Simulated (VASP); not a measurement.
# MgO (Fm-3m) in VASP: a series of runs

Runs on MgO. Level: PBEsol. Tasks: relaxation of cell and atoms.

Program: VASP 6.6.1. These are calculated values, not measurements. Logs are shortened: lines on timing, memory, paths and dates and some standing lists are left out, and cuts for length are marked.

## Step 1: The cell of the first run

Symmetry: Fm-3m, No. 225, cubic system. The conventional cell has a = 4.214 Å, b = 4.214 Å, c = 4.214 Å, α = 90.00°, β = 90.00°, γ = 90.00°. Within 2.8 Å of Mg (site symmetry m-3m) lie 6 O at 2.11 Å. Within 2.8 Å of O (site symmetry m-3m) lie 6 Mg at 2.11 Å.

## Step 2: Relaxation of cell and atoms, PBEsol, target pressure 2 GPa, at which the enthalpy is minimised

INCAR reads:

```
PREC     = Accurate       # precision mode
ENCUT    = 600            # plane-wave cutoff, eV
EDIFF    = 1E-7           # SCF threshold, eV
ISMEAR   = 0              # smearing method
SIGMA    = 0.01           # smearing width, eV
LREAL    = False          # projectors in reciprocal space
LASPH    = True           # aspherical terms in the spheres
NELM     = 80             # most SCF steps
ALGO     = Normal         # electronic algorithm
ISIF     = 3              # what is computed and relaxed
LWAVE    = False          # write WAVECAR
LCHARG   = False          # write CHGCAR
GGA      = PS             # functional
IBRION   = 2              # ionic algorithm
NSW      = 100            # ionic steps
EDIFFG   = -0.002         # ionic threshold
PSTRESS  = 20.0
```

KPOINTS reads:

```
Automatic mesh
0
Gamma
  10 10 10
```

POSCAR reads:

```
MgO
1.0
    0.0000000000      2.1071396364      2.1071396364
    2.1071396364      0.0000000000      2.1071396364
    2.1071396364      2.1071396364      0.0000000000
Mg O
1 1
Direct
    0.0000000000      0.0000000000      0.0000000000
    0.5000000000      0.5000000000      0.5000000000
```

Potentials or basis: VASP PAW PBE potentials, release 64 (Mg, O).

Command:

```bash
cat potpaw_PBE.64/Mg/POTCAR potpaw_PBE.64/O/POTCAR > POTCAR
mpirun -np 1 vasp_std > vasp.out
```

OUTCAR:

```text
PREC = Accurate
   ENCUT = 600
   EDIFF = 1E-7
   ISMEAR = 0
   LREAL = False
   LASPH = True
   NELM = 80
   ISIF = 3
   GGA = PS
   IBRION = 2
   NSW = 100
   EDIFFG = -0.002
   PSTRESS = 20.0

 ion  position               nearest neighbor table
   1  0.000  0.000  0.000-   2 2.11   2 2.11   2 2.11   2 2.11   2 2.11   2 2.11
   2  0.500  0.500  0.500-   1 2.11   1 2.11   1 2.11   1 2.11   1 2.11   1 2.11

  LATTYP: Found a face centered cubic cell.
 ALAT       =     4.2142792728

  Lattice vectors:

 A1 = (   0.0000000000,   2.1071396364,   2.1071396364)
 A2 = (   2.1071396364,   0.0000000000,   2.1071396364)
 A3 = (   2.1071396364,   2.1071396364,   0.0000000000)

Analysis of symmetry for initial positions (statically):
=====================================================================
 Subroutine PRICEL returns:
 Original cell was already a primitive cell.

 Routine SETGRP: Setting up the symmetry group for a
 face centered cubic supercell.

 Subroutine GETGRP returns: Found 48 space group operations
 (whereof 48 operations were pure point group operations)
 out of a pool of 48 trial point group operations.

The static configuration has the point symmetry O_h .

Analysis of symmetry for dynamics (positions and initial velocities):
=====================================================================
 Subroutine PRICEL returns:
 Original cell was already a primitive cell.

 Routine SETGRP: Setting up the symmetry group for a
 face centered cubic supercell.

 Subroutine GETGRP returns: Found 48 space group operations
 (whereof 48 operations were pure point group operations)
 out of a pool of 48 trial point group operations.

The dynamic configuration has the point symmetry O_h .

 Subroutine INISYM returns: Found 48 space group operations
 (whereof 48 operations are pure point group operations),
 and found     1 'primitive' translations

----------------------------------------------------------------------------------------

                                     Primitive cell

  volume of cell :      18.7116

  direct lattice vectors                    reciprocal lattice vectors
     0.000000000  2.107139636  2.107139636    -0.237288498  0.237288498  0.237288498
     2.107139636  0.000000000  2.107139636     0.237288498 -0.237288498  0.237288498
     2.107139636  2.107139636  0.000000000     0.237288498  0.237288498 -0.237288498

  length of vectors
     2.979945452  2.979945452  2.979945452     0.410995735  0.410995735  0.410995735

  position of ions in fractional coordinates (direct lattice)
     0.000000000  0.000000000  0.000000000
     0.500000000  0.500000000  0.500000000

  ion indices of the primitive-cell ions
   primitive index   ion index
                 1           1
                 2           2

----------------------------------------------------------------------------------------

 KPOINTS: Automatic mesh

Automatic generation of k-mesh.
 Grid dimensions read from file:
 generate k-points for:   10   10   10

 Generating k-lattice:

  Cartesian coordinates                     Fractional coordinates (reciprocal lattice)
    -0.023728850  0.023728850  0.023728850     0.100000000  0.000000000  0.000000000
     0.023728850 -0.023728850  0.023728850     0.000000000  0.100000000  0.000000000
     0.023728850  0.023728850 -0.023728850     0.000000000  0.000000000  0.100000000

  Length of vectors
     0.041099574  0.041099574  0.041099574

  Shift w.r.t. Gamma in fractional coordinates (k-lattice)
     0.000000000  0.000000000  0.000000000

 Subroutine IBZKPT returns following result:
 ===========================================

 Found     47 irreducible k-points:

 Following reciprocal coordinates:
            Coordinates               Weight
  0.000000  0.000000  0.000000      1.000000
  0.100000  0.000000  0.000000      8.000000
  0.200000  0.000000  0.000000      8.000000
  0.300000  0.000000  0.000000      8.000000
  0.400000  0.000000  0.000000      8.000000
  0.500000  0.000000  0.000000      4.000000
[... 16 lines left out ...]
[... 38 lines left out ...]
 -----------------------------------------------------------------------------
  energy-cutoff  :      600.00
  volume of cell :       18.71
      direct lattice vectors                 reciprocal lattice vectors
     0.000000000  2.107139636  2.107139636    -0.237288498  0.237288498  0.237288498
     2.107139636  0.000000000  2.107139636     0.237288498 -0.237288498  0.237288498
     2.107139636  2.107139636  0.000000000     0.237288498  0.237288498 -0.237288498
[... 46 lines left out ...]
  FREE ENERGIE OF THE ION-ELECTRON SYSTEM (eV)
  ---------------------------------------------------
  free  energy   TOTEN  =       -12.5123799487 eV

  energy  without entropy=      -12.5123799487  energy(sigma->0) =      -12.51237995

  enthalpy is  TOTEN    =       -12.2841503211 eV   P V=        0.2282296275

--------------------------------------- Ionic step        3  -------------------------------------------

 number of electron       8.0000003 magnetization

 Free energy of the ion-electron system (eV)
  ---------------------------------------------------
  ext. energy  EPLUGINS =         0.00000000
  ---------------------------------------------------
  free energy    TOTEN  =       -12.51424553 eV

  energy without entropy =      -12.51424553  energy(sigma->0) =      -12.51424553

 E-fermi :   3.2912     XC(G=0): -11.3835

 val. band max:        3.1800504270   @ k =   0.0000   0.0000   0.0000
 cond. band min:       7.9638914787   @ k =   0.0000   0.0000   0.0000
 fundamental gap:      4.7838410517
 Fermi energy:         3.2912296542

 k-point     1 :       0.0000    0.0000    0.0000
  band No.  band energies     occupation
      1     -14.1043      2.00000
      2       3.1800      2.00000
      3       3.1801      2.00000
      4       3.1801      2.00000
      5       7.9639      0.00000
      6      18.8986      0.00000
      7      18.8986      0.00000
      8      18.8986      0.00000

 k-point     2 :       0.1000    0.0000    0.0000
  band No.  band energies     occupation
      1     -13.9939      2.00000
      2       2.5137      2.00000
      3       3.1094      2.00000
      4       3.1094      2.00000
      5       8.5961      0.00000
      6      17.6326      0.00000
      7      19.1459      0.00000
      8      19.1459      0.00000
[... 221 lines left out ...]
 k-point    23 :       0.3000    0.3000    0.0000
  band No.  band energies     occupation
      1     -13.0647      2.00000
      2      -0.0568      2.00000
      3       2.2137      2.00000
      4       2.2137      2.00000
      5      12.1080      0.00000
      6      13.4478      0.00000
      7      17.6560      0.00000
      8      21.1617      0.00000

 k-point    24 :       0.4000    0.3000    0.0000
  band No.  band energies     occupation
      1     -12.8033      2.00000
      2      -0.4972      2.00000
      3       1.8346      2.00000
      4       2.0622      2.00000
      5      12.7790      0.00000
      6      13.2523      0.00000
      7      16.8219      0.00000
      8      21.4242      0.00000

 [... further k-points ...]
[... 5 lines left out ...]
  --------------------------------------------------------------------------------------
  -------------------------------------------------------------------------------------
  Total        0.2302782      0.2302782      0.2302782     -0.0000000     -0.0000000     -0.0000000
  in kB       20.0507697     20.0507697     20.0507697     -0.0000000     -0.0000000     -0.0000000
  external PRESSURE =       0.0507697 kB  Pullay stress =      20.0000000 kB

 VOLUME and BASIS-vectors are now :
 -----------------------------------------------------------------------------
  energy-cutoff  :      600.00
  volume of cell :       18.40
      direct lattice vectors                 reciprocal lattice vectors
    -0.000000000  2.095402592  2.095402592    -0.238617630  0.238617630  0.238617630
     2.095402592 -0.000000000  2.095402592     0.238617630 -0.238617630  0.238617630
     2.095402592  2.095402592  0.000000000     0.238617630  0.238617630 -0.238617630

 POSITION                                       TOTAL-FORCE (eV/Angst)
 -----------------------------------------------------------------------------------
      0.00000     -0.00000      0.00000         0.000000     -0.000000      0.000000
      2.09540      2.09540      2.09540        -0.000000      0.000000     -0.000000
 -----------------------------------------------------------------------------------
    total drift:                               -0.000000     -0.000000      0.000000

  FREE ENERGIE OF THE ION-ELECTRON SYSTEM (eV)
  ---------------------------------------------------
  free  energy   TOTEN  =       -12.5142455260 eV

  energy  without entropy=      -12.5142455260  energy(sigma->0) =      -12.51424553

  enthalpy is  TOTEN    =       -12.2845503684 eV   P V=        0.2296951576

 reached required accuracy - stopping structural energy minimisation
```

Run time: 31 s. Hardware: 1 thread of Intel Xeon 8259CL, shared host; peak memory 0.15 GiB.

What came out:

| Property | Result |
| --- | --- |
| Free energy | -12.5142 eV |
| Relaxed volume | 9.20 Å³/atom |
| Relaxed cell | a = 2.963 Å, b = 2.963 Å, c = 2.963 Å, α = 60.00°, β = 60.00°, γ = 60.00° |
| Space group after relaxing (to 0.05 Å) | Fm-3m (No. 225) |
| Energy change on relaxing (the enthalpy is what falls) | +0.6 meV/atom |
| Ionic steps | 3 |
| Pressure after relaxing | 2.0 GPa |
| Band gap on the k mesh | 4.78 eV, direct |

Step by step:
```tsv
step	energy change (eV)	largest force (eV/Å)	pressure (GPa)	volume (Å³)
1	0.0000	0.0000	-0.73	18.71
2	0.0031	0.0000	3.10	18.28
3	0.0012	0.0000	2.01	18.40
```

Final structure:
```
Mg O
1.0
     0.00000    2.09540    2.09540
     2.09540    0.00000    2.09540
     2.09540    2.09540    0.00000
Mg O
1 1
Cartesian
  0.0000 0.0000 0.0000
  2.0954 2.0954 2.0954
```

Caveat: the cell is relaxed towards a set pressure, so the enthalpy falls and the energy may rise; the PAW data sets were made with another functional, which shifts forces and pressure a little. PBEsol gaps usually lie below the measured ones, often by a third to a half.

## Step 3: Relaxation of cell and atoms, PBEsol, target pressure 4 GPa, at which the enthalpy is minimised

INCAR reads:

```
SYSTEM = MgO
PREC     = Accurate       ! precision mode
ENCUT    = 600            ! plane-wave cutoff, eV
EDIFF    = 1E-6           ! SCF threshold, eV
ISMEAR   = 0              ! smearing method
SIGMA    = 0.01           ! smearing width, eV
LREAL    = .False.        ! projectors in reciprocal space
LASPH    = .True.         ! aspherical terms in the spheres
NELM     = 100            ! most SCF steps
ALGO     = Normal         ! electronic algorithm
ISIF     = 3              ! what is computed and relaxed
LWAVE    = .False.        ! write WAVECAR
LCHARG   = .False.        ! write CHGCAR
GGA      = PS             ! functional
IBRION   = 2              ! ionic algorithm
NSW      = 100            ! ionic steps
EDIFFG   = -0.002         ! ionic threshold
PSTRESS  = 40.0
```

KPOINTS reads:

```
Automatic mesh
0
Gamma
  10 10 10
  0 0 0
```

POSCAR is that of step 2.

Potentials or basis: VASP PAW PBE potentials, release 64 (Mg, O).

Command:

```bash
cat potpaw_PBE.64/Mg/POTCAR potpaw_PBE.64/O/POTCAR > POTCAR
mpirun -np 1 vasp_std > vasp.out
```

It took 30 s on 1 thread of Intel Xeon 8259CL, shared host; peak memory 0.15 GiB.

It converged, with:

```yaml
Free_energy: -12.5103 eV
Relaxed_volume: 9.09 Å³/atom
Relaxed_cell: a = 2.952 Å, b = 2.952 Å, c = 2.952 Å, α = 60.00°, β = 60.00°, γ = 60.00°
Space_group_after_relaxing_to_0.05_Å: Fm-3m (No. 225)
Energy_change_on_relaxing_the_enthalpy_is_what_falls: +2.6 meV/atom
Ionic_steps: 3
Pressure_after_relaxing: 4.0 GPa
Band_gap_on_the_k_mesh: 4.90 eV, direct
```

The path:
| step | energy change (eV) | largest force (eV/Å) | pressure (GPa) | volume (Å³) |
| --- | --- | --- | --- | --- |
| 1 | 0.0000 | 0.0000 | -0.74 | 18.71 |
| 2 | 0.0120 | 0.0000 | 6.18 | 17.97 |
| 3 | 0.0051 | 0.0000 | 4.00 | 18.19 |

Final structure:
```
Mg O
1.0
     0.00000    2.08735    2.08735
     2.08735    0.00000    2.08735
     2.08735    2.08735    0.00000
Mg O
1 1
Direct
  0.00000 0.00000 0.00000
  0.50000 0.50000 0.50000
```

Levels at points of the mesh, in eV from the valence-band top:
```
           k point  band 1  band 2  band 3  band 4  band 5  band 6  band 7  band 8
(0.00, 0.00, 0.00)  -17.35    0.00    0.00    0.00    4.90   15.78   15.78   15.78
(0.50, 0.00, 0.00)  -15.96   -4.80   -0.69   -0.69    7.92   12.81   16.45   16.45
(0.50, 0.50, 0.00)  -15.69   -4.26   -1.40   -1.40    8.95   10.17   13.26   19.25
```

Caveat: the cell is relaxed towards a set pressure, so the enthalpy falls and the energy may rise; the PAW data sets were made with another functional, which shifts forces and pressure a little. A hybrid or GW would open this gap; PBEsol tends to underestimate it.

## Step 4: Relaxation of cell and atoms, PBEsol, target pressure 7 GPa, at which the enthalpy is minimised

INCAR reads:

```
PREC     = Accurate       # precision mode
ENCUT    = 600            # plane-wave cutoff, eV
EDIFF    = 1E-6           # SCF threshold, eV
ISMEAR   = 0              # smearing method
SIGMA    = 0.01           # smearing width, eV
LREAL    = F              # projectors in reciprocal space
LASPH    = T              # aspherical terms in the spheres
NELM     = 80             # most SCF steps
ALGO     = Normal         # electronic algorithm
ISIF     = 3              # what is computed and relaxed
LWAVE    = F              # write WAVECAR
LCHARG   = F              # write CHGCAR
GGA      = PS             # functional
IBRION   = 2              # ionic algorithm
NSW      = 100            # ionic steps
EDIFFG   = -0.002         # ionic threshold
PSTRESS  = 70.0
```

KPOINTS reads:

```
Automatic mesh
0
Gamma
  10 10 10
```

POSCAR is that of step 3.

Command:

```bash
cat potpaw_PBE.64/Mg/POTCAR potpaw_PBE.64/O/POTCAR > POTCAR
mpirun -np 1 vasp_std > vasp.out
```

It took 27 s on 1 thread of Intel Xeon 8259CL, shared host; peak memory 0.15 GiB.

The run converged. Its results:

```
Free energy                                            : -12.5002 eV
Relaxed volume                                         : 8.95 Å³/atom
Relaxed cell                                           : a = 2.936 Å, b = 2.936 Å, c = 2.936 Å, α = 60.00°, β = 60.00°, γ = 60.00°
Space group after relaxing (to 0.05 Å)                 : Fm-3m (No. 225)
Energy change on relaxing (the enthalpy is what falls) : +7.6 meV/atom
Ionic steps                                            : 3
Pressure after relaxing                                : 7.0 GPa
Band gap on the k mesh                                 : 5.06 eV, direct
```

Step by step:
```tsv
step	energy change (eV)	largest force (eV/Å)	pressure (GPa)	volume (Å³)
1	0.0000	0.0000	-0.74	18.71
2	0.0368	0.0000	11.25	17.51
3	0.0152	0.0000	7.00	17.89
```

Final structure:
```xyz
2
Lattice="0.0000 2.0760 2.0760 2.0760 0.0000 2.0760 2.0760 2.0760 0.0000" Properties=species:S:1:pos:R:3 pbc="T T T"
Mg    0.0000    0.0000    0.0000
O     2.0760    2.0760    2.0760
```

Levels at points of the mesh, in eV from the valence-band top:
| k point | band 1 | band 2 | band 3 | band 4 | band 5 | band 6 | band 7 | band 8 |
| --- | --- | --- | --- | --- | --- | --- | --- | --- |
| (0.00, 0.00, 0.00) | -17.43 | 0.00 | 0.00 | 0.00 | 5.06 | 15.87 | 15.87 | 15.87 |
| (0.50, 0.00, 0.00) | -16.01 | -4.88 | -0.71 | -0.71 | 8.02 | 12.99 | 16.62 | 16.62 |
| (0.50, 0.50, 0.00) | -15.73 | -4.33 | -1.43 | -1.43 | 8.97 | 10.35 | 13.43 | 19.50 |

Caveat: the cell is relaxed towards a set pressure, so the enthalpy falls and the energy may rise; the PAW data sets were made with another functional, which shifts forces and pressure a little.

## Step 5: Relaxation of cell and atoms, PBEsol, target pressure 10 GPa, at which the enthalpy is minimised

INCAR, as its differences from that of step 4:

```diff
@@ -7,3 +7,3 @@
 LASPH    = T              # aspherical terms in the spheres
-NELM     = 80             # most SCF steps
+NELM     = 60             # most SCF steps
 ALGO     = Normal         # electronic algorithm
@@ -16,2 +16,2 @@
 EDIFFG   = -0.002         # ionic threshold
-PSTRESS  = 70.0
+PSTRESS  = 100.0
```

KPOINTS is that of step 4.

POSCAR is that of step 4.

Command:

```bash
cat potpaw_PBE.64/Mg/POTCAR potpaw_PBE.64/O/POTCAR > POTCAR
mpirun -np 1 vasp_std > vasp.out
```

Run time: 32 s. Hardware: 1 thread of Intel Xeon 8259CL, shared host; peak memory 0.15 GiB.

Results (log left out):

```yaml
Free_energy: -12.4858 eV
Relaxed_volume: 8.81 Å³/atom
Relaxed_cell: a = 2.921 Å, b = 2.921 Å, c = 2.921 Å, α = 60.00°, β = 60.00°, γ = 60.00°
Space_group_after_relaxing_to_0.05_Å: Fm-3m (No. 225)
Energy_change_on_relaxing_the_enthalpy_is_what_falls: +14.8 meV/atom
Ionic_steps: 3
Pressure_after_relaxing: 10.0 GPa
Band_gap_on_the_k_mesh: 5.22 eV, direct
```

The path:
| step | energy change (eV) | largest force (eV/Å) | pressure (GPa) | volume (Å³) |
| --- | --- | --- | --- | --- |
| 1 | 0.0000 | 0.0000 | -0.74 | 18.71 |
| 2 | 0.0761 | 0.0000 | 16.91 | 17.06 |
| 3 | 0.0296 | 0.0000 | 9.99 | 17.62 |

Final structure:
```
Mg O
1.0
     0.00000    2.06543    2.06543
     2.06543    0.00000    2.06543
     2.06543    2.06543    0.00000
Mg O
1 1
Direct
  0.00000 0.00000 0.00000
  0.50000 0.50000 0.50000
```

Levels at points of the mesh, in eV from the valence-band top:
```csv
k point,band 2,band 3,band 4,band 5,band 6,band 7
"(0.00, 0.00, 0.00)",0.00,0.00,0.00,5.22,15.96,15.96
"(0.50, 0.00, 0.00)",-4.95,-0.73,-0.73,8.12,13.17,16.78
"(0.50, 0.50, 0.00)",-4.39,-1.45,-1.45,8.98,10.52,13.60
```

Caveat: the cell is relaxed towards a set pressure, so the enthalpy falls and the energy may rise; the PAW data sets were made with another functional, which shifts forces and pressure a little. A hybrid or GW would open this gap; PBEsol tends to underestimate it.

## Step 6: Summary

```csv
cell,gap on the mesh (eV),pressure (GPa)
relaxed to 2 GPa,4.78,2.0
relaxed to 4 GPa,4.90,4.0
relaxed to 7 GPa,5.06,7.0
relaxed to 10 GPa,5.22,10.0
```

Alike in all rows: task relaxation of cell and atoms; level PBEsol; potentials or basis VASP PAW PBE potentials, release 64 (Mg, O); no spin polarisation; k mesh 10 × 10 × 10; cutoff (eV) 600; smearing gaussian 0.01 eV.

Caveats: the cell is relaxed towards a set pressure, so the enthalpy falls and the energy may rise; the PAW data sets were made with another functional, which shifts forces and pressure a little.

Absolute energies hang on the potentials; compare differences alone.
